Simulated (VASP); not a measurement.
# TiN (Fm-3m) in VASP: a series of runs

The runs below take TiN through single point, with PBEsol.

Program: VASP 6.6.1. These are calculated values, not measurements. Logs are shortened: lines on timing, memory, paths and dates and some standing lists are left out, and cuts for length are marked.

## Step 1: The cell of the first run

The structure is cubic, space group Fm-3m (No. 225). Conventional cell: a = 4.259 Å, b = 4.259 Å, c = 4.259 Å, α = 90.00°, β = 90.00°, γ = 90.00°. Ti (site symmetry m-3m) has 6 N at 2.13 Å within 2.8 Å. N (site symmetry m-3m) has 6 Ti at 2.13 Å within 2.8 Å.

## Step 2: Single point, PBEsol, collinear spin (9.66 Å³/atom)

File INCAR:

```
  ALGO = Normal
  EDIFF = 1E-6
  ENCUT = 520
  GGA = PS
  ISIF = 2
  ISMEAR = 0
  ISPIN = 2
  LASPH = T
  LCHARG = F
  LMAXMIX = 4
  LORBIT = 11
  LREAL = F
  LWAVE = F
  MAGMOM = 0.125 0
  NBANDS = 20
  NELM = 150
  NUPDOWN = 0.125
  PREC = Accurate
  SIGMA = 0.15
```

File KPOINTS:

```
k-points
0
Gamma
  20 20 20
```

File POSCAR:

```
TiN
1.0
    0.0000000000      2.1295887000      2.1295887000
    2.1295887000      0.0000000000      2.1295887000
    2.1295887000      2.1295887000      0.0000000000
Ti N
1 1
Direct
    0.0000000000      0.0000000000      0.0000000000
    0.5000000000      0.5000000000      0.5000000000
```

Potentials or basis: VASP PAW PBE potentials, release 64 (Ti_sv, N).

On the command line:

```console
$ cat potpaw_PBE.64/Ti_sv/POTCAR potpaw_PBE.64/N/POTCAR > POTCAR
$ mpirun -np 1 vasp_std > vasp.out
```

OUTCAR:

```text
EDIFF = 1E-6
   ENCUT = 520
   GGA = PS
   ISIF = 2
   ISMEAR = 0
   ISPIN = 2
   LASPH = T
   LORBIT = 11
   LREAL = F
   NELM = 150
   NUPDOWN = 0.125
   PREC = Accurate

 ion  position               nearest neighbor table
   1  0.000  0.000  0.000-   2 2.13   2 2.13   2 2.13   2 2.13   2 2.13   2 2.13
   2  0.500  0.500  0.500-   1 2.13   1 2.13   1 2.13   1 2.13   1 2.13   1 2.13

  LATTYP: Found a face centered cubic cell.
 ALAT       =     4.2591774000

  Lattice vectors:

 A1 = (   0.0000000000,   2.1295887000,   2.1295887000)
 A2 = (   2.1295887000,   0.0000000000,   2.1295887000)
 A3 = (   2.1295887000,   2.1295887000,   0.0000000000)

Analysis of symmetry for initial positions (statically):
=====================================================================
 Subroutine PRICEL returns:
 Original cell was already a primitive cell.

 Routine SETGRP: Setting up the symmetry group for a
 face centered cubic supercell.

 Subroutine GETGRP returns: Found 48 space group operations
 (whereof 48 operations were pure point group operations)
 out of a pool of 48 trial point group operations.

The static configuration has the point symmetry O_h .

Analysis of symmetry for dynamics (positions and initial velocities):
=====================================================================
 Subroutine PRICEL returns:
 Original cell was already a primitive cell.

 Routine SETGRP: Setting up the symmetry group for a
 face centered cubic supercell.

 Subroutine GETGRP returns: Found 48 space group operations
 (whereof 48 operations were pure point group operations)
 out of a pool of 48 trial point group operations.

The dynamic configuration has the point symmetry O_h .

Analysis of structural, dynamic, and magnetic symmetry:
=====================================================================
 Subroutine PRICEL returns:
 Original cell was already a primitive cell.

 Routine SETGRP: Setting up the symmetry group for a
 face centered cubic supercell.

 Subroutine GETGRP returns: Found 48 space group operations
 (whereof 48 operations were pure point group operations)
 out of a pool of 48 trial point group operations.

The overall configuration has the point symmetry O_h .

 Subroutine INISYM returns: Found 48 space group operations
 (whereof 48 operations are pure point group operations),
 and found     1 'primitive' translations

----------------------------------------------------------------------------------------

                                     Primitive cell

  volume of cell :      19.3160

  direct lattice vectors                    reciprocal lattice vectors
     0.000000000  2.129588700  2.129588700    -0.234787121  0.234787121  0.234787121
     2.129588700  0.000000000  2.129588700     0.234787121 -0.234787121  0.234787121
     2.129588700  2.129588700  0.000000000     0.234787121  0.234787121 -0.234787121

  length of vectors
     3.011693222  3.011693222  3.011693222     0.406663223  0.406663223  0.406663223

  position of ions in fractional coordinates (direct lattice)
     0.000000000  0.000000000  0.000000000
     0.500000000  0.500000000  0.500000000

  ion indices of the primitive-cell ions
   primitive index   ion index
                 1           1
                 2           2

----------------------------------------------------------------------------------------

 KPOINTS: k-points

Automatic generation of k-mesh.
 Grid dimensions read from file:
 generate k-points for:   20   20   20

 Generating k-lattice:

  Cartesian coordinates                     Fractional coordinates (reciprocal lattice)
    -0.011739356  0.011739356  0.011739356     0.050000000  0.000000000  0.000000000
     0.011739356 -0.011739356  0.011739356     0.000000000  0.050000000  0.000000000
     0.011739356  0.011739356 -0.011739356     0.000000000  0.000000000  0.050000000

  Length of vectors
     0.020333161  0.020333161  0.020333161

  Shift w.r.t. Gamma in fractional coordinates (k-lattice)
     0.000000000  0.000000000  0.000000000

 Subroutine IBZKPT returns following result:
 ===========================================

 Found    256 irreducible k-points:

 Following reciprocal coordinates:
            Coordinates               Weight
  0.000000  0.000000  0.000000      1.000000
  0.050000  0.000000  0.000000      8.000000
  0.100000  0.000000  0.000000      8.000000
  0.150000  0.000000  0.000000      8.000000
  0.200000  0.000000  0.000000      8.000000
  0.250000  0.000000  0.000000      8.000000
[... 16 lines left out ...]
 -0.400000  0.050000  0.000000     24.000000
 -0.350000  0.050000  0.000000     24.000000
 [... further k-points ...]
   k-points           NKPTS =    256   k-points in BZ     NKDIM =    256   number of bands    NBANDS=     20
   number of dos      NEDOS =    301   number of ions     NIONS =      2
   total plane-waves  NPLWV =  13824
   dimension x,y,z NGX =    24 NGY =   24 NGZ =   24
   dimension x,y,z NGXF=    48 NGYF=   48 NGZF=   48
   ions per type =               1   1
   NGX,Y,Z   is equivalent  to a cutoff of  13.25, 13.25, 13.25 a.u.
   NGXF,Y,Z  is equivalent  to a cutoff of  26.50, 26.50, 26.50 a.u.
 SYSTEM =  unknown system
   PREC   = accura    normal or accurate (medium, high low for compatibility)
   ISTART =      0    job   : 0-new  1-cont  2-samecut
   ICHARG =      2    charge: 1-file 2-atom 10-const
   ISPIN  =      2    spin polarized calculation?
   LNONCOLLINEAR =      F non collinear calculations
   LSORBIT =      F    spin-orbit coupling
   LASPH  =      T    aspherical Exc in radial PAW
   ENCUT  =  520.0 eV  38.22 Ry    6.18 a.u.   5.60  5.60  5.60*2*pi/ulx,y,z
   NELM   =    150;   NELMIN=  2; NELMDL= -5     # of ELM steps
   EDIFF  = 0.1E-05   stopping-criterion for ELM
   LREAL  =      F    real-space projection
   EDIFFG = 0.1E-04   stopping-criterion for IOM
   NSW    =      0    number of steps for IOM
   IBRION =     -1    ionic relax: 0-MD 1-quasi-New 2-CG
   NFREE  =      0    steps in history (QN), initial steepest desc. (CG)
   ISIF   =      2    stress and relaxation
   ISYM   =      2    0-nonsym 1-usesym 2-fastsym
   POTIM  = 0.5000    time-step for ionic-motion
   TEBEG  =    0.0;   TEEND  =   0.0 temperature during run
   PSTRESS=    0.0 pullay stress
   NELECT =      17.0000    total number of electrons
   NUPDOWN=       0.1250    fix difference up-down
   EMIN   =  10.00;   EMAX   =-10.00  energy-range for DOS
   EFERMI =   0.00;   METHOD = LEGACY
   ISMEAR =     0;   SIGMA  =   0.15  broadening in eV -4-tet -1-fermi 0-gaus
   EFERMI_NEDOS =   21; number of points for ismear=-14 and -15
   IALGO  =     38    algorithm
   IMIX   =      4    mixing-type and parameters
     AMIX     =   0.40;   BMIX     =  1.00
     AMIX_MAG =   1.60;   BMIX_MAG =  1.00
  volume/ion in A,a.u.               =       9.66        65.18
  Fermi-wavevector in a.u.,A,eV,Ry     =   1.568864  2.964724 33.488502  2.461335
  Thomas-Fermi vector in A             =   2.670832
   LORBIT       =     11    0 simple, 1 ext, 2 COOP (PROOUT), +10 PAW based schemes
   GGA     = PS    functional components
   LHFCALC =     F    Hartree Fock is set to
   AEXX    =    0.0000 exact exchange contribution
   IVDW    =     0    specifies the selected vdW correction
   LEPSILON=     F    determine dielectric tensor
   LRPA    =     F    only Hartree local field effects (RPA)
 spin polarized calculation
 Gauss-broadening in eV      SIGMA  =   0.15
  energy-cutoff  :      520.00
  volume of cell :       19.32
 maximum number of plane-waves:       534
   NGX = 11   NGY = 11   NGZ = 11

 number of electron      17.0000003 magnetization       0.1250000

 Free energy of the ion-electron system (eV)
  ---------------------------------------------------
  ext. energy  EPLUGINS =         0.00000000
  ---------------------------------------------------
  free energy    TOTEN  =       -20.75593918 eV

  energy without entropy =      -20.74600352  energy(sigma->0) =      -20.75097135

 E-fermi :  11.0286     XC(G=0): -13.1539

 val. band max:       11.2340681099   @ k =   0.1500   0.1000   0.0500
 cond. band min:      11.0371307246   @ k =  -0.4500   0.3500   0.1500
 fundamental gap:     -0.1969373853
 Fermi energy:        11.2398755627

 spin component 1

 k-point     1 :       0.0000    0.0000    0.0000
  band No.  band energies     occupation
      1     -46.5281      1.00000
      2     -22.6166      1.00000
      3     -22.6166      1.00000
      4     -22.6166      1.00000
      5      -5.8342      1.00000
      6       9.1335      1.00000
[... 12 lines left out ...]
     19      37.8418      0.00000
     20      37.8418      0.00000
[... 507 lines left out ...]
 k-point    24 :      -0.3500    0.0500    0.0000
  band No.  band energies     occupation
      1     -46.4484      1.00000
      2     -23.1406      1.00000
      3     -22.6797      1.00000
      4     -22.6580      1.00000
      5      -3.8987      1.00000
      6       3.9456      1.00000
[... 12 lines left out ...]
     19      34.4352      0.00000
     20      36.2660      0.00000

 [... further k-points ...]

 spin component 2

 k-point     1 :       0.0000    0.0000    0.0000
  band No.  band energies     occupation
      1     -46.4342      1.00000
      2     -22.5224      1.00000
      3     -22.5224      1.00000
      4     -22.5224      1.00000
      5      -5.8069      1.00000
      6       9.1500      1.00000
[... 12 lines left out ...]
     19      37.8925      0.00000
     20      37.8925      0.00000
[... 507 lines left out ...]
 k-point    24 :      -0.3500    0.0500    0.0000
  band No.  band energies     occupation
      1     -46.3545      1.00000
      2     -23.0478      1.00000
      3     -22.5854      1.00000
      4     -22.5636      1.00000
      5      -3.8758      1.00000
      6       3.9924      1.00000
[... 12 lines left out ...]
     19      34.4939      0.00000
     20      36.3243      0.00000

 [... further k-points ...]

------------------------ aborting loop because EDIFF is reached ----------------------------------------

  FORCE on cell =-STRESS in cart. coord.  units (eV):
  Direction    XX          YY          ZZ          XY          YZ          ZX
  --------------------------------------------------------------------------------------
  -------------------------------------------------------------------------------------
  Total       -1.2319866     -1.2319866     -1.2319866      0.0000000     -0.0000000      0.0000000
  in kB     -102.1878780   -102.1878780   -102.1878780      0.0000000     -0.0000000      0.0000000
  external PRESSURE =    -102.1878780 kB  Pullay stress =       0.0000000 kB

 VOLUME and BASIS-vectors are now :
 -----------------------------------------------------------------------------
  energy-cutoff  :      520.00
  volume of cell :       19.32
      direct lattice vectors                 reciprocal lattice vectors
     0.000000000  2.129588700  2.129588700    -0.234787121  0.234787121  0.234787121
     2.129588700  0.000000000  2.129588700     0.234787121 -0.234787121  0.234787121
     2.129588700  2.129588700  0.000000000     0.234787121  0.234787121 -0.234787121

 POSITION                                       TOTAL-FORCE (eV/Angst)
 -----------------------------------------------------------------------------------
      0.00000      0.00000      0.00000         0.000000     -0.000000     -0.000000
      2.12959      2.12959      2.12959        -0.000000      0.000000      0.000000
 -----------------------------------------------------------------------------------
    total drift:                                0.000000     -0.000000     -0.000000

  FREE ENERGIE OF THE ION-ELECTRON SYSTEM (eV)
  ---------------------------------------------------
  free  energy   TOTEN  =       -20.7559391803 eV

  energy  without entropy=      -20.7460035154  energy(sigma->0) =      -20.75097135

 total charge

# of ion       s       p       d       tot
------------------------------------------
    1        2.182   6.225   1.964  10.371
    2        1.238   2.484   0.000   3.722
--------------------------------------------------
tot          3.420   8.709   1.964  14.094

 magnetization (x)

# of ion       s       p       d       tot
------------------------------------------
    1        0.001   0.001   0.096   0.097
    2       -0.000   0.005   0.000   0.005
--------------------------------------------------
tot          0.001   0.006   0.096   0.102
```

It took 3.9 min on 1 thread of Intel Xeon 8259CL, shared host; peak memory 0.27 GiB.

What came out:

- Free energy: -20.7559 eV
- Pressure: -10.2 GPa
- Net moment: 0.12 μB per cell
- Site moments: Ti +0.10; N +0.01 μB
- Valence electrons inside the program's atomic spheres: Ti 10.37; N 3.72

Caveat: the cell stands under tension; the PAW data sets were made with another functional, which shifts forces and pressure a little; the total moment is fixed, so each spin has its own Fermi level and the state may be an excited one.

## Step 3: Single point, PBEsol, collinear spin (9.66 Å³/atom)

File INCAR:

```
SYSTEM = TiN
  ALGO = Normal
  EDIFF = 1E-6
  ENCUT = 520
  GGA = PS
  ISIF = 2
  ISMEAR = 0
  ISPIN = 2
  LASPH = .True.
  LCHARG = .False.
  LMAXMIX = 4
  LORBIT = 11
  LREAL = .False.
  LWAVE = .False.
  MAGMOM = 0.625 0
  NBANDS = 20
  NELM = 150
  NUPDOWN = 0.625
  PREC = Accurate
  SIGMA = 0.15
```

File KPOINTS:

```
k-points
0
Gamma
  20 20 20
  0 0 0
```

POSCAR is that of step 2.

Potentials or basis: VASP PAW PBE potentials, release 64 (Ti_sv, N).

On the command line:

```console
$ cat potpaw_PBE.64/Ti_sv/POTCAR potpaw_PBE.64/N/POTCAR > POTCAR
$ mpirun -np 1 vasp_std > vasp.out
```

It took 3.2 min on 1 thread of Intel Xeon 8259CL, shared host; peak memory 0.27 GiB.

The run converged. Its results:

```
Free energy                                           : -20.6000 eV
Pressure                                              : -7.4 GPa
Net moment                                            : 0.62 μB per cell
Site moments                                          : Ti +0.48; N +0.03 μB
Valence electrons inside the program's atomic spheres : Ti 10.38; N 3.73
```

Caveat: the cell stands under tension; the PAW data sets were made with another functional, which shifts forces and pressure a little; the total moment is fixed, so each spin has its own Fermi level and the state may be an excited one.

## Step 4: Single point, PBEsol, collinear spin (10.03 Å³/atom)

This run uses another cell than the first one, of 10.03 Å³/atom.

File INCAR:

```
SYSTEM = TiN
PREC     = Accurate       ! precision mode
ENCUT    = 520            ! plane-wave cutoff, eV
EDIFF    = 1E-6           ! SCF threshold, eV
ISMEAR   = 0              ! smearing method
SIGMA    = 0.15           ! smearing width, eV
LREAL    = .False.        ! projectors in reciprocal space
LASPH    = .True.         ! aspherical terms in the spheres
NELM     = 150            ! most SCF steps
ALGO     = Normal         ! electronic algorithm
ISIF     = 2              ! what is computed and relaxed
LWAVE    = .False.        ! write WAVECAR
LCHARG   = .True.         ! write CHGCAR
ISPIN    = 2              ! spin polarisation
MAGMOM   = 0.75 0         ! initial moments
LORBIT   = 11             ! projections on sites
NUPDOWN  = 0.75           ! fixed moment
LMAXMIX  = 4              ! l up to which the mixer works
GGA      = PS             ! functional
LELF     = .True.         ! ELF
LVHAR    = .True.       
NBANDS   = 20             ! bands
```

File KPOINTS:

```
regular mesh
0
Gamma
  20 20 20
  0 0 0
```

File POSCAR:

```
TiN
1.0
    0.0000000000      2.1565869739      2.1565869739
    2.1565869739      0.0000000000      2.1565869739
    2.1565869739      2.1565869739      0.0000000000
Ti N
1 1
Direct
    0.0000000000      0.0000000000      0.0000000000
    0.5000000000      0.5000000000      0.5000000000
```

On the command line:

```console
$ cat potpaw_PBE.64/Ti_sv/POTCAR potpaw_PBE.64/N/POTCAR > POTCAR
$ mpirun -np 1 vasp_std > vasp.out
```

It took 3.3 min on 1 thread of Intel Xeon 8259CL, shared host; peak memory 0.27 GiB.

It converged, with:

* Free energy: -20.4713 eV
* Pressure: -15.1 GPa
* Net moment: 0.75 μB per cell
* Site moments: Ti +0.58; N +0.03 μB
* Valence electrons inside the program's atomic spheres: Ti 10.31; N 3.70

Caveat: the cell stands under tension; the PAW data sets were made with another functional, which shifts forces and pressure a little; the total moment is fixed, so each spin has its own Fermi level and the state may be an excited one.

(Part 1 of 2 ends here.)
